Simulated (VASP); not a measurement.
Here is a VASP 6.6.1 calculation.

INCAR

```
PREC     = Accurate       # precision mode
ENCUT    = 520            # plane-wave cutoff, eV
EDIFF    = 1E-6           # SCF threshold, eV
ISMEAR   = 0              # smearing method
SIGMA    = 0.05           # smearing width, eV
LREAL    = False          # projectors in reciprocal space
LASPH    = True           # aspherical terms in the spheres
NELM     = 100            # most SCF steps
ALGO     = Normal         # electronic algorithm
ISIF     = 2              # what is computed and relaxed
LWAVE    = False          # write WAVECAR
LCHARG   = True           # write CHGCAR
GGA      = PS             # functional
LELF     = True           # ELF
LVHAR    = True         
NBANDS   = 16             # bands
```

KPOINTS

```
regular mesh
0
Gamma
  8 8 6
```

POSCAR

```
MgO
1.0
    0.0000000000     -2.1071057205     -2.1071057205
    0.0000000000      2.1071057205     -2.1071057205
    4.2142114411      0.0000000000      0.0000000000
Mg O
2 2
Direct
    0.4555076904      0.5444923096      0.5000000000
    0.0444923096     -0.0444923096      0.0000000000
    0.5249335490      0.4750664510      0.0000000000
   -0.0249335490      0.0249335490      0.5000000000
```

Potentials or basis: VASP PAW PBE potentials, release 64 (Mg, O).

The run is started by

```console
$ cat potpaw_PBE.64/Mg/POTCAR potpaw_PBE.64/O/POTCAR > POTCAR
$ mpirun -np 1 vasp_std > vasp.out
```

Problem. Estimate the band gap on the k mesh.

Solution. 4.45 eV, direct.

Problem. Predict the pressure.

Solution. 0.5 GPa.

Problem. Estimate the largest force.

Solution. 1.419 eV/Å.

Forces in eV/Å, atoms in the order of the input:
```
Mg   0.000 -1.419  0.000
Mg   0.000  1.419  0.000
O    0.000  0.482  0.000
O    0.000 -0.482  0.000
```

Caveat: the cell differs from its parent crystal (mode 4 (284.4 1/cm) frozen in, largest displacement +0.188 Å); the PAW data sets were made with another functional, which shifts forces and pressure a little.
